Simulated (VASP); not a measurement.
A run of VASP 6.6.1 is set up as follows.

Contents of POSCAR:

```
Si
1.0
   -3.3273296543      3.3273296543      1.8257864968
    3.3273296543     -3.3273296543      1.8257864968
    3.3273296543      3.3273296543     -1.8257864968
Si
4
Direct
    0.1787531995      0.1787531995      0.3575063991
    0.8212468005      0.8212468005      0.6424936010
    0.1787531995      0.8212468005      0.0000000000
    0.8212468005      0.1787531995      0.0000000000
```

INCAR.step1

```
SYSTEM = Si
PREC     = Accurate       ! precision mode
ENCUT    = 520            ! plane-wave cutoff, eV
ISMEAR   = 0              ! smearing method
SIGMA    = 0.05           ! smearing width, eV
LREAL    = .FALSE.        ! projectors in reciprocal space
LASPH    = .TRUE.         ! aspherical terms in the spheres
NELM     = 100            ! most SCF steps
NBANDS   = 16             ! bands
GGA      = PE             ! functional
ALGO     = Normal         ! electronic algorithm
EDIFF    = 1E-4           ! SCF threshold, eV
LWAVE    = .TRUE.         ! write WAVECAR
LCHARG   = .FALSE.        ! write CHGCAR
```

File INCAR.step2:

```
SYSTEM = Si
PREC     = Accurate       ! precision mode
ENCUT    = 520            ! plane-wave cutoff, eV
EDIFF    = 1E-6           ! SCF threshold, eV
ISMEAR   = 0              ! smearing method
SIGMA    = 0.05           ! smearing width, eV
LREAL    = .FALSE.        ! projectors in reciprocal space
LASPH    = .TRUE.         ! aspherical terms in the spheres
NELM     = 100            ! most SCF steps
ALGO     = Normal         ! electronic algorithm
ISIF     = 2              ! what is computed and relaxed
LWAVE    = .FALSE.        ! write WAVECAR
LCHARG   = .FALSE.        ! write CHGCAR
METAGGA  = R2SCAN         ! meta-GGA
LMIXTAU  = .TRUE.       
NBANDS   = 16             ! bands
ISTART   = 1
```

Contents of KPOINTS:

```
regular mesh
0
G
  10 10 10
  0 0 0
```

Potentials or basis: VASP PAW PBE potentials, release 64 (Si).

The run is started by

```bash
$ cat potpaw_PBE.64/Si/POTCAR > POTCAR
$ cp INCAR.step1 INCAR
$ mpirun -np 1 vasp_std > vasp.out
$ cp INCAR.step2 INCAR
$ mpirun -np 1 vasp_std > vasp.out
```

(1) Estimate the pressure.

(2) What does it give for the band gap on the k mesh?

## Answers

(1) 5.4 GPa.

(2) 0.43 eV (least direct gap 1.21 eV).

Caveat: the cell differs from its parent crystal (strain -0.0500 x Voigt [0, 0, 1, 0, 0, 0]); the stress differs along the axes, from 2 to 13 GPa; the PAW data sets were made with another functional, which shifts forces and pressure a little.
